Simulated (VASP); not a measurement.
Wanted: the native input for a VASP 6.6.1 run.

```yaml
Task: single point
Functional: LDA
Potentials_or_basis: VASP PAW LDA potentials, release 64 (B, As)
Cutoff: 520 eV
k_mesh: 15 × 15 × 15
Occupations: fermi-dirac, width 0.03 eV
Spin: no spin polarisation
Dipole_correction: no
Further_INCAR_settings: ALGO = Normal; EDIFF = 1e-06; NBANDS = 11
```

The structure of BAs lies in POSCAR:

```
BAs
1.0
    0.0000000000      2.3724693156      2.3724693156
    2.3724693156      0.0000000000      2.3724693156
    2.3724693156      2.3724693156      0.0000000000
B As
1 1
Direct
    0.0000000000      0.0000000000      0.0000000000
    0.7500000000      0.7500000000      0.7500000000
```

One way to write it, as run:

INCAR

```
PREC = Accurate
ENCUT = 520
EDIFF = 1E-6
ISMEAR = -1
SIGMA = 0.03
LREAL = F
LASPH = T
NELM = 60
ALGO = Normal
ISIF = 2
LWAVE = F
LCHARG = T
GGA = CA
LELF = T
LVHAR = T
NBANDS = 11
```

KPOINTS

```
Automatic mesh
0
Gamma
  15 15 15
```

Potentials or basis: VASP PAW LDA potentials, release 64 (B, As).

Command:

```bash
$ cat potpaw_LDA.64/B/POTCAR potpaw_LDA.64/As/POTCAR > POTCAR
$ mpirun -np 1 vasp_std > vasp.out
```

It gave:

```yaml
Pressure: -0.2 GPa
Band_gap_on_the_k_mesh: 1.10 eV (least direct gap 3.28 eV)
```

Caveat: an odd mesh through Γ misses points on the zone boundary, where band edges can lie.

Wall time 55 s on 1 thread of Intel Xeon 8259CL, with other jobs on the host, peak memory 0.17 GiB.
